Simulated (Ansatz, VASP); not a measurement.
## HgTe in VASP and in Ansatz

Contents of INCAR:

```
PREC     = Accurate       # precision mode
ENCUT    = 520            # plane-wave cutoff, eV
EDIFF    = 1E-6           # SCF threshold, eV
ISMEAR   = 0              # smearing method
SIGMA    = 0.15           # smearing width, eV
LREAL    = F              # projectors in reciprocal space
LASPH    = T              # aspherical terms in the spheres
NELM     = 100            # most SCF steps
ALGO     = Normal         # electronic algorithm
ISIF     = 2              # what is computed and relaxed
LWAVE    = F              # write WAVECAR
LCHARG   = T              # write CHGCAR
GGA      = PE             # functional
LELF     = T              # ELF
LVHAR    = T            
NBANDS   = 16             # bands
```

File KPOINTS:

```
Automatic mesh
0
Gamma
  14 14 14
```

The input POSCAR:

```
HgTe
1.0
    0.0000000000      3.2718525000      3.1267950000
    3.2718525000      0.0000000000      3.1267950000
    3.2718525000      3.2718525000      0.0000000000
Hg Te
1 1
Direct
    0.0000000000      0.0000000000      0.0000000000
    0.7500000000      0.7500000000      0.7500000000
```

Input for Ansatz:

```yaml
crystal:
  lattice:
    - [0.0, 3.2718525, 3.126795]
    - [3.2718525, 0.0, 3.126795]
    - [3.2718525, 3.2718525, 0.0]
  atoms:
    - { symbol: Hg, position: [0.0, 0.0, 0.0] }
    - { symbol: Te, position: [0.75, 0.75, 0.75] }
basis:
  ecutwfc: 420
kpoints:
  mp_grid: { grid: [14, 14, 14] }
hamiltonian:
  xc: pbe
scf:
  occupations: { method: gaussian, width: 0.15 }
output:
  forces: true
  stress: true
  eigenvalues: true
```

Change from the starting cell: strain +0.015 along x and y, -0.030 along z, atoms carried along.

Alike in both runs: task single point; functional PBE; k mesh 14 × 14 × 14; occupations gaussian, width 0.15 eV; no spin polarisation.

```csv
,VASP,Ansatz
version,VASP 6.6.1,Ansatz 0.2.0
potentials or method,"VASP PAW PBE potentials, release 64 (Hg, Te), cutoff 520 eV","scalar-relativistic, plane waves, PAW"
valence electrons in the cell,18,36
```

```tsv
	VASP	Ansatz	Ansatz less VASP
gap on the k mesh at the Fermi level (eV)	none	none	-
pressure (GPa)	4.1	4.1	-0.07
traceless stress, the component that is largest in VASP (GPa)	0.32	0.32	0.000
```

A gap of «none» marks a metal or a gap that the smearing closes. The functional is the same, so the differences come from potentials, cutoffs and numerics. VASP's potentials hold 18 valence electrons a cell and Ansatz's 36, so a difference there can come from the potentials and not from the codes.

Spin-orbit coupling is off throughout.
